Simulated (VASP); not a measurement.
BeSe4: single point with PBE

BeSe4:

```
Be Se
1.0
     3.94845   -4.20029    0.00000
     3.94845    4.20029    0.00000
     0.00000    0.00000    3.51317
Be Se
1 4
Direct
  0.00000 0.00000 0.00000
  0.27967 0.27967 0.00000
  0.18155 0.81845 0.50000
  0.81845 0.18155 0.50000
  0.72033 0.72033 0.00000
```

```
Program             : VASP 6.6.1
Task                : single point
Functional          : PBE
Potentials or basis : VASP PAW PBE potentials, release 64 (Be, Se)
Cutoff              : 520 eV
k mesh              : 4 × 4 × 6
Occupations         : gaussian, width 0.1 eV
Spin                : no spin polarisation
```

| Property | Result |
| --- | --- |
| Pressure | -2.1 GPa |
| Largest force | 0.692 eV/Å |
| Band gap on the k mesh | zero (band 13 reaches 3.49 eV, above the bottom of band 14 at 1.89 eV) |

Forces on the atoms (eV/Å):
```
Be   0.000  0.000  0.000
Se   0.692  0.000  0.000
Se   0.000 -0.337  0.000
Se   0.000  0.337  0.000
Se  -0.692  0.000  0.000
```

Stress tensor (GPa, compression positive):
```
-0.24  0.00  0.00
 0.00 -3.97  0.00
 0.00  0.00 -1.95
```

Levels at points of the mesh, in eV from the Fermi level:
```tsv
k point	band 10	band 11	band 12	band 13	band 14	band 15	band 16	band 17
(0.00, 0.00, 0.00)	-0.68	0.06	0.40	0.93	1.21	1.22	1.49	4.28
(0.50, 0.00, 0.00)	-1.24	-0.72	-0.28	0.42	0.88	0.99	1.15	5.32
(0.50, 0.50, 0.00)	-1.89	-0.83	-0.77	-0.10	0.03	0.25	0.67	5.16
(0.00, 0.00, 0.50)	-2.02	-1.77	-1.72	-1.52	-0.67	-0.15	-0.15	5.23
(0.50, 0.00, 0.50)	-2.16	-1.59	-0.71	-0.60	-0.09	0.50	0.73	5.83
(0.50, 0.50, 0.50)	-1.08	-0.43	-0.40	-0.08	-0.01	0.09	0.67	4.68
```

Wall time 2.4 min on 1 thread of AMD EPYC 7R43 64-Core Processor (Zen 3), with other jobs on the host, peak memory 0.21 GiB.
